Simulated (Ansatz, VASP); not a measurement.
One calculation of Si, two programs

The input INCAR:

```
ALGO = Normal
EDIFF = 1E-7
ENCUT = 520
GGA = PS
ISIF = 2
ISMEAR = 0
LASPH = True
LCHARG = False
LREAL = False
LWAVE = False
NBANDS = 26
NELM = 80
PREC = Accurate
SIGMA = 0.15
```

KPOINTS

```
k-points
0
Gamma
  10 10 10
```

The input POSCAR:

```
Si
1.0
   -3.1697372743      3.1697372743      3.5760975928
    3.1697372743     -3.1697372743      3.5760975928
    3.1697372743      3.1697372743     -3.5760975928
Si
8
Direct
    0.2047947401      0.2047947401      0.2047947401
    0.5000000000      0.0000000000      0.2952052599
    0.2952052599      0.5000000000      0.0000000000
    0.0000000000      0.2952052599      0.5000000000
    0.7952052599      0.7952052599      0.7952052599
    0.5000000000      0.0000000000      0.7047947401
    0.7047947401      0.5000000000      0.0000000000
    0.0000000000      0.7047947401      0.5000000000
```

Input for Ansatz:

```yaml
crystal:
  lattice:
    - [-3.1697372743, 3.1697372743, 3.5760975928]
    - [3.1697372743, -3.1697372743, 3.5760975928]
    - [3.1697372743, 3.1697372743, -3.5760975928]
  atoms:
    - { symbol: Si, position: [0.2047947401, 0.2047947401, 0.2047947401] }
    - { symbol: Si, position: [0.5, 0.0, 0.2952052599] }
    - { symbol: Si, position: [0.2952052599, 0.5, 0.0] }
    - { symbol: Si, position: [0.0, 0.2952052599, 0.5] }
    - { symbol: Si, position: [0.7952052599, 0.7952052599, 0.7952052599] }
    - { symbol: Si, position: [0.5, 0.0, 0.7047947401] }
    - { symbol: Si, position: [0.7047947401, 0.5, 0.0] }
    - { symbol: Si, position: [0.0, 0.7047947401, 0.5] }
basis:
  ecutwfc: 420
kpoints:
  mp_grid: { grid: [10, 10, 10] }
hamiltonian:
  xc: pbesol
  pseudopotentials: { kind: paw, azcp: { folder: soft_1 } }
scf:
  occupations: { method: gaussian, width: 0.15 }
output:
  forces: true
  stress: true
  eigenvalues: true
```

Alike in both runs: task single point; functional PBEsol; k mesh 10 × 10 × 10; occupations gaussian, width 0.15 eV; no spin polarisation.

|  | VASP | Ansatz |
| --- | --- | --- |
| version | VASP 6.6.1 | Ansatz 0.2.0 |
| potentials or method | VASP PAW PBE potentials, release 64 (Si), cutoff 520 eV | scalar-relativistic, plane waves, PAW |
| valence electrons in the cell | 32 | 32 |

|  | VASP | Ansatz | Ansatz less VASP |
| --- | --- | --- | --- |
| gap on the k mesh at the Fermi level (eV) | none | none | - |
| pressure (GPa) | 0.7 | 0.5 | -0.13 |
| traceless stress, the component that is largest in VASP (GPa) | -11.75 | -11.73 | +0.020 |
| rms of the force components (eV/Å) | 0.466 | 0.462 | -0.0041 |

VASP's potentials were made for PBE, not for PBEsol, and Ansatz warns of the same on its side. Atom by atom the forces differ by 0.007 eV/Å (rms over components). A gap of «none» marks a metal or a gap that the smearing closes. The functional is the same, so the differences come from potentials, cutoffs and numerics.
